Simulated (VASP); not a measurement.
Here is a VASP 6.6.1 calculation.

Contents of INCAR:

```
  ALGO = Normal
  EDIFF = 1E-6
  ENCUT = 520
  GGA = PS
  ISIF = 2
  ISMEAR = 0
  LASPH = T
  LCHARG = F
  LREAL = F
  LWAVE = F
  NBANDS = 16
  NELM = 60
  PREC = Accurate
  SIGMA = 0.03
```

The input KPOINTS:

```
k-points
0
Gamma
  12 12 12
```

The input POSCAR:

```
Si
1.0
   -3.3189135454      3.3189135454      1.7686490283
    3.3189135454     -3.3189135454      1.7686490283
    3.3189135454      3.3189135454     -1.7686490283
Si
4
Direct
    0.1787304307      0.1787304307      0.3574608614
    0.8212695693      0.8212695693      0.6425391386
    0.1787304307      0.8212695693      0.0000000000
    0.8212695693      0.1787304307      0.0000000000
```

Potentials or basis: VASP PAW PBE potentials, release 64 (Si).

Command:

```sh
$ cat potpaw_PBE.64/Si/POTCAR > POTCAR
$ mpirun -np 1 vasp_std > vasp.out
```

What does it give for the largest force?

1.129 eV/Å.

Predict the pressure.

9.7 GPa.

Stress tensor (GPa, compression positive):
```
 3.68  0.00  0.00
 0.00  3.68  0.00
 0.00  0.00 21.78
```

Caveat: the stress differs along the axes, from 4 to 22 GPa; the PAW data sets were made with another functional, which shifts forces and pressure a little.
